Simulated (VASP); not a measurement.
# TaN (l.b) (P-6m2) in VASP: notebook

The runs below take TaN (l.b) through single point, with LDA.

Everything below comes from runs of VASP 6.6.1. Logs are shortened: lines on timing, memory, paths and dates and some standing lists are left out, and cuts for length are marked.

### 1 The cell of the first run

Symmetry: P-6m2, No. 187, hexagonal system. Conventional cell: a = 2.930 Å, b = 2.930 Å, c = 2.870 Å, α = 90.00°, β = 90.00°, γ = 120.00°. Ta (site symmetry -6m2) has 6 N at 2.22 Å and 2 Ta at 2.87 Å within 2.9 Å. Within 2.9 Å of N (site symmetry -6m2) lie 6 Ta at 2.22 Å and 2 N at 2.87 Å.

### 2 Single point, LDA

Input file INCAR:

```
SYSTEM = TaN
  PREC = Accurate
  ENCUT = 600
  EDIFF = 1E-6
  ISMEAR = 0
  SIGMA = 0.1
  LREAL = .FALSE.
  LASPH = .TRUE.
  NELM = 120
  ALGO = Normal
  ISIF = 2
  LWAVE = .FALSE.
  LCHARG = .FALSE.
  NBANDS = 15
  GGA_COMPAT = .FALSE.
```

Input file KPOINTS:

```
Automatic mesh
0
G
  9 9 6
  0 0 0
```

Input file POSCAR:

```
TaN
1.0
    2.9300000000      0.0000000000      0.0000000000
   -1.4650000000      2.5374544000      0.0000000000
    0.0000000000      0.0000000000      2.8700000000
Ta N
1 1
Direct
    0.0000000000      0.0000000000      0.0000000000
    0.3333333000      0.6666667000      0.5000000000
```

Potentials or basis: VASP PAW LDA potentials, release 64 (Ta_pv, N).

Run with:

```sh
$ cat potpaw_LDA.64/Ta_pv/POTCAR potpaw_LDA.64/N/POTCAR > POTCAR
$ mpirun -np 1 vasp_std > vasp.out
```

OUTCAR:

```text
SYSTEM = TaN
   PREC = Accurate
   ENCUT = 600
   EDIFF = 1E-6
   ISMEAR = 0
   LREAL = .FALSE.
   LASPH = .TRUE.
   NELM = 120
   ISIF = 2

 ion  position               nearest neighbor table
   1  0.000  0.000  0.000-   2 2.22   2 2.22   2 2.22   2 2.22   2 2.22   2 2.22
   2  0.333  0.667  0.500-   1 2.22   1 2.22   1 2.22   1 2.22   1 2.22   1 2.22

  LATTYP: Found a hexagonal cell.
 ALAT       =     2.9300000000
 C/A-ratio  =     0.9795221843

  Lattice vectors:

 A1 = (   2.9300000000,   0.0000000000,   0.0000000000)
 A2 = (  -1.4650000000,   2.5374544000,   0.0000000000)
 A3 = (   0.0000000000,   0.0000000000,   2.8700000000)

Analysis of symmetry for initial positions (statically):
=====================================================================
 Subroutine PRICEL returns:
 Original cell was already a primitive cell.

 Routine SETGRP: Setting up the symmetry group for a
 hexagonal supercell.

 Subroutine GETGRP returns: Found 12 space group operations
 (whereof 12 operations were pure point group operations)
 out of a pool of 24 trial point group operations.

The static configuration has the point symmetry D_3h.

Analysis of symmetry for dynamics (positions and initial velocities):
=====================================================================
 Subroutine PRICEL returns:
 Original cell was already a primitive cell.

 Routine SETGRP: Setting up the symmetry group for a
 hexagonal supercell.

 Subroutine GETGRP returns: Found 12 space group operations
 (whereof 12 operations were pure point group operations)
 out of a pool of 24 trial point group operations.

The dynamic configuration has the point symmetry D_3h.

 Subroutine INISYM returns: Found 12 space group operations
 (whereof 12 operations are pure point group operations),
 and found     1 'primitive' translations

----------------------------------------------------------------------------------------

                                     Primitive cell

  volume of cell :      21.3377

  direct lattice vectors                    reciprocal lattice vectors
     2.930000000  0.000000000  0.000000000     0.341296928  0.197047876  0.000000000
    -1.465000000  2.537454400  0.000000000     0.000000000  0.394095752  0.000000000
     0.000000000  0.000000000  2.870000000     0.000000000  0.000000000  0.348432056

  length of vectors
     2.930000000  2.929999971  2.870000000     0.394095748  0.394095752  0.348432056

  position of ions in fractional coordinates (direct lattice)
     0.000000000  0.000000000  0.000000000
     0.333333300  0.666666700  0.500000000

  ion indices of the primitive-cell ions
   primitive index   ion index
                 1           1
                 2           2

----------------------------------------------------------------------------------------

 KPOINTS: Automatic mesh

Automatic generation of k-mesh.
 Grid dimensions read from file:
 generate k-points for:    9    9    6

 Generating k-lattice:

  Cartesian coordinates                     Fractional coordinates (reciprocal lattice)
     0.037921881  0.021894208  0.000000000     0.111111111 -0.000000000  0.000000000
     0.000000000  0.043788417  0.000000000     0.000000000  0.111111111  0.000000000
     0.000000000  0.000000000  0.058072009     0.000000000  0.000000000  0.166666667

  Length of vectors
     0.043788416  0.043788417  0.058072009

  Shift w.r.t. Gamma in fractional coordinates (k-lattice)
     0.000000000  0.000000000  0.000000000

 Subroutine IBZKPT returns following result:
 ===========================================

 Found     48 irreducible k-points:

 Following reciprocal coordinates:
            Coordinates               Weight
  0.000000  0.000000  0.000000      1.000000
  0.111111 -0.000000  0.000000      6.000000
  0.222222 -0.000000  0.000000      6.000000
  0.333333 -0.000000  0.000000      6.000000
  0.444444 -0.000000  0.000000      6.000000
  0.111111  0.111111  0.000000      6.000000
[... 16 lines left out ...]
  0.333333  0.222222  0.166667     24.000000
  0.333333  0.333333  0.166667      4.000000
 [... further k-points ...]
   k-points           NKPTS =     48   k-points in BZ     NKDIM =     48   number of bands    NBANDS=     15
   number of dos      NEDOS =    301   number of ions     NIONS =      2
   total plane-waves  NPLWV =  13824
   dimension x,y,z NGX =    24 NGY =   24 NGZ =   24
   dimension x,y,z NGXF=    48 NGYF=   48 NGZF=   48
   ions per type =               1   1
   NGX,Y,Z   is equivalent  to a cutoff of  13.62, 13.62, 13.90 a.u.
   NGXF,Y,Z  is equivalent  to a cutoff of  27.23, 27.23, 27.80 a.u.
 SYSTEM =  TaN
   PREC   = accura    normal or accurate (medium, high low for compatibility)
   ISTART =      0    job   : 0-new  1-cont  2-samecut
   ICHARG =      2    charge: 1-file 2-atom 10-const
   ISPIN  =      1    spin polarized calculation?
   LNONCOLLINEAR =      F non collinear calculations
   LSORBIT =      F    spin-orbit coupling
   LASPH  =      T    aspherical Exc in radial PAW
   ENCUT  =  600.0 eV  44.10 Ry    6.64 a.u.   5.85  5.85  5.73*2*pi/ulx,y,z
   NELM   =    120;   NELMIN=  2; NELMDL= -5     # of ELM steps
   EDIFF  = 0.1E-05   stopping-criterion for ELM
   LREAL  =      F    real-space projection
   EDIFFG = 0.1E-04   stopping-criterion for IOM
   NSW    =      0    number of steps for IOM
   IBRION =     -1    ionic relax: 0-MD 1-quasi-New 2-CG
   NFREE  =      0    steps in history (QN), initial steepest desc. (CG)
   ISIF   =      2    stress and relaxation
   ISYM   =      2    0-nonsym 1-usesym 2-fastsym
   POTIM  = 0.5000    time-step for ionic-motion
   TEBEG  =    0.0;   TEEND  =   0.0 temperature during run
   PSTRESS=    0.0 pullay stress
   NELECT =      16.0000    total number of electrons
   NUPDOWN=      -1.0000    fix difference up-down
   EMIN   =  10.00;   EMAX   =-10.00  energy-range for DOS
   EFERMI =   0.00;   METHOD = LEGACY
   ISMEAR =     0;   SIGMA  =   0.10  broadening in eV -4-tet -1-fermi 0-gaus
   EFERMI_NEDOS =   21; number of points for ismear=-14 and -15
   IALGO  =     38    algorithm
   IMIX   =      4    mixing-type and parameters
     AMIX     =   0.40;   BMIX     =  1.00
     AMIX_MAG =   1.60;   BMIX_MAG =  1.00
  volume/ion in A,a.u.               =      10.67        72.00
  Fermi-wavevector in a.u.,A,eV,Ry     =   1.487301  2.810592 30.096966  2.212065
  Thomas-Fermi vector in A             =   2.600479
   LORBIT       =      0    0 simple, 1 ext, 2 COOP (PROOUT), +10 PAW based schemes
   GGA     = CA    functional components
   LHFCALC =     F    Hartree Fock is set to
   AEXX    =    0.0000 exact exchange contribution
   IVDW    =     0    specifies the selected vdW correction
   LEPSILON=     F    determine dielectric tensor
   LRPA    =     F    only Hartree local field effects (RPA)
 non-spin polarized calculation
 Gauss-broadening in eV      SIGMA  =   0.10
  energy-cutoff  :      600.00
  volume of cell :       21.34
 maximum number of plane-waves:       728
 NGX is ok and might be reduce to    24
   NGX = 11   NGY = 11   NGZ = 11

 number of electron      16.0000001 magnetization

 Free energy of the ion-electron system (eV)
  ---------------------------------------------------
  ext. energy  EPLUGINS =         0.00000000
  ---------------------------------------------------
  free energy    TOTEN  =       -24.71324490 eV

  energy without entropy =      -24.71250890  energy(sigma->0) =      -24.71287690

 E-fermi :   8.3862     XC(G=0): -13.6359

 val. band max:        8.3582001373   @ k =   0.3333   0.3333   0.0000
 cond. band min:       8.4044924465   @ k =   0.0000   0.0000   0.3333
 fundamental gap:      0.0462923091
 Fermi energy:         8.3862306545

 k-point     1 :       0.0000    0.0000    0.0000
  band No.  band energies     occupation
      1     -26.3867      2.00000
      2     -26.1185      2.00000
      3     -26.1185      2.00000
      4      -9.3997      2.00000
      5       3.6128      2.00000
      6       3.6128      2.00000
      7       3.9737      2.00000
      8       5.3407      2.00000
      9      10.6424      0.00000
     10      11.8522      0.00000
     11      11.8522      0.00000
     12      12.2056      0.00000
     13      12.2056      0.00000
     14      20.6359      0.00000
     15      21.4780      0.00000

 k-point     2 :       0.1111   -0.0000    0.0000
  band No.  band energies     occupation
      1     -26.3691      2.00000
      2     -26.2559      2.00000
      3     -26.1478      2.00000
      4      -9.1387      2.00000
      5       2.9151      2.00000
      6       3.8091      2.00000
      7       4.3205      2.00000
      8       4.9759      2.00000
      9      11.2875      0.00000
     10      11.5696      0.00000
     11      11.8943      0.00000
     12      12.0758      0.00000
     13      12.5356      0.00000
     14      20.6380      0.00000
     15      21.4105      0.00000

 k-point     3 :       0.2222   -0.0000    0.0000
  band No.  band energies     occupation
      1     -26.5902      2.00000
      2     -26.3245      2.00000
      3     -26.2212      2.00000
      4      -8.4659      2.00000
      5       1.6640      2.00000
      6       4.1974      2.00000
      7       4.2826      2.00000
      8       4.9645      2.00000
      9      10.5010      0.00000
     10      11.7639      0.00000
     11      12.1410      0.00000
     12      13.1129      0.00000
     13      13.2704      0.00000
     14      20.6438      0.00000
     15      21.4378      0.00000

 k-point     4 :       0.3333   -0.0000    0.0000
  band No.  band energies     occupation
      1     -26.9492      2.00000
      2     -26.3035      2.00000
      3     -26.2732      2.00000
      4      -7.6623      2.00000
      5       0.5940      2.00000
      6       3.4684      2.00000
      7       4.7607      2.00000
      8       5.1100      2.00000
      9      10.8101      0.00000
     10      11.4344      0.00000
     11      12.7483      0.00000
     12      13.4188      0.00000
     13      14.6823      0.00000
     14      20.6464      0.00000
     15      21.7648      0.00000
[... 307 lines left out ...]
 k-point    22 :       0.2222    0.2222    0.1667
  band No.  band energies     occupation
      1     -26.9264      2.00000
      2     -26.4784      2.00000
      3     -26.4601      2.00000
      4      -7.2110      2.00000
      5       1.0524      2.00000
      6       2.2124      2.00000
      7       3.6491      2.00000
      8       6.7638      2.00000
      9       9.5468      0.00000
     10      11.9192      0.00000
     11      12.9300      0.00000
     12      14.3082      0.00000
     13      17.2900      0.00000
     14      20.6317      0.00000
     15      20.9747      0.00000

 k-point    23 :       0.3333    0.2222    0.1667
  band No.  band energies     occupation
      1     -27.0027      2.00000
      2     -26.5984      2.00000
      3     -26.4471      2.00000
      4      -6.8965      2.00000
      5       0.8433      2.00000
      6       2.2997      2.00000
      7       2.9726      2.00000
      8       7.1391      2.00000
      9      10.2751      0.00000
     10      11.6489      0.00000
     11      12.5300      0.00000
     12      14.6750      0.00000
     13      19.2146      0.00000
     14      20.4751      0.00000
     15      20.6937      0.00000

 k-point    24 :       0.3333    0.3333    0.1667
  band No.  band energies     occupation
      1     -26.8905      2.00000
      2     -26.7898      2.00000
      3     -26.4363      2.00000
      4      -6.7800      2.00000
      5       1.4992      2.00000
      6       1.7211      2.00000
      7       2.5364      2.00000
      8       7.7034      2.00000
      9      10.3732      0.00000
     10      11.3502      0.00000
     11      11.7968      0.00000
     12      15.1262      0.00000
     13      19.5874      0.00000
     14      20.6768      0.00000
     15      21.9352      0.00000

 [... further k-points ...]
[... 5 lines left out ...]
  --------------------------------------------------------------------------------------
  -------------------------------------------------------------------------------------
  Total       -0.8275378     -0.8275378     -0.8800631      0.0000000      0.0000000      0.0000000
  in kB      -62.1370553    -62.1370536    -66.0810021      0.0000000      0.0000000      0.0000000
  external PRESSURE =     -63.4517037 kB  Pullay stress =       0.0000000 kB

 VOLUME and BASIS-vectors are now :
 -----------------------------------------------------------------------------
  energy-cutoff  :      600.00
  volume of cell :       21.34
      direct lattice vectors                 reciprocal lattice vectors
     2.930000000  0.000000000  0.000000000     0.341296928  0.197047876  0.000000000
    -1.465000000  2.537454400  0.000000000     0.000000000  0.394095752  0.000000000
     0.000000000  0.000000000  2.870000000     0.000000000  0.000000000  0.348432056

 POSITION                                       TOTAL-FORCE (eV/Angst)
 -----------------------------------------------------------------------------------
      0.00000      0.00000      0.00000        -0.000000      0.000000      0.000000
     -0.00000      1.69164      1.43500         0.000000     -0.000000      0.000000
 -----------------------------------------------------------------------------------
    total drift:                                0.000091     -0.000052     -0.000000

  FREE ENERGIE OF THE ION-ELECTRON SYSTEM (eV)
  ---------------------------------------------------
  free  energy   TOTEN  =       -24.7132448973 eV

  energy  without entropy=      -24.7125089023  energy(sigma->0) =      -24.71287690
```

Run time: 15 s. Hardware: 1 thread of Intel Xeon 8259CL, shared host; peak memory 0.14 GiB.

Results:

* Free energy: -24.7132 eV
* Pressure: -6.3 GPa
* Band gap on the k mesh: zero (band 8 reaches 8.40 eV, above the bottom of band 9 at 8.10 eV)

Levels at points of the mesh, in eV from the Fermi level:
```csv
k point,band 4,band 5,band 6,band 7,band 8,band 9,band 10,band 11,band 12,band 13
"(0.00, 0.00, 0.00)",-17.79,-4.77,-4.77,-4.41,-3.05,2.26,3.47,3.47,3.82,3.82
"(0.00, 0.00, 0.50)",-15.00,-9.53,-3.96,-3.96,-0.29,-0.29,2.32,3.12,3.12,8.21
```

Caveat: the k points lie up to 0.36 Å⁻¹ apart; spin-orbit coupling is left out, which moves the levels of the heavy elements.

### 3 Single point, LDA

This run uses another cell than the first one, of 10.43 Å³/atom, 0.978 times its volume.

Input file INCAR:

```
SYSTEM = TaN
PREC = Accurate
ENCUT = 600
EDIFF = 1E-6
ISMEAR = 0
SIGMA = 0.1
LREAL = .False.
LASPH = .True.
NELM = 120
ALGO = Normal
ISIF = 2
LWAVE = .False.
LCHARG = .True.
LELF = .True.
LVHAR = .True.
NBANDS = 15
GGA_COMPAT = .False.
```

Input file KPOINTS:

```
Automatic mesh
0
Gamma
  18 18 14
  0 0 0
```

Input file POSCAR:

```
TaN
1.0
    2.9065461527      0.0000000000      0.0000000000
   -1.4532730764      2.5171428055      0.0000000000
    0.0000000000      0.0000000000      2.8514866872
Ta N
1 1
Direct
    0.0000000000      0.0000000000      0.0000000000
    0.3333333333      0.6666666667      0.5000000000
```

Potentials or basis: VASP PAW LDA potentials, release 64 (Ta_pv, N).

Run with:

```sh
$ cat potpaw_LDA.64/Ta_pv/POTCAR potpaw_LDA.64/N/POTCAR > POTCAR
$ mpirun -np 1 vasp_std > vasp.out
```

Run time: 1.7 min. Hardware: 1 thread of Intel Xeon 8259CL, shared host; peak memory 0.22 GiB.

The run converged. Its results:

| Property | Result |
| --- | --- |
| Free energy | -24.7180 eV |
| Pressure | 2.0 GPa |
| Band gap on the k mesh | zero (band 8 reaches 8.71 eV, above the bottom of band 9 at 8.33 eV) |

Stress tensor (GPa, compression positive):
```
1.92 0.00 0.00
0.00 1.92 0.00
0.00 0.00 2.16
```

Levels at points of the mesh, in eV from the Fermi level:
```tsv
k point	band 6	band 7	band 8	band 9	band 10	band 11
(0.00, 0.00, 0.00)	-4.65	-4.31	-2.86	2.66	3.78	3.78
(0.50, 0.00, 0.00)	-5.30	-3.57	-3.14	3.12	4.27	5.42
(0.00, 0.00, 0.50)	-3.81	-3.81	-0.08	-0.08	2.58	3.41
(0.50, 0.00, 0.50)	-6.21	-5.83	-0.17	4.47	5.63	6.39
```

Caveat: spin-orbit coupling is left out, which moves the levels of the heavy elements.
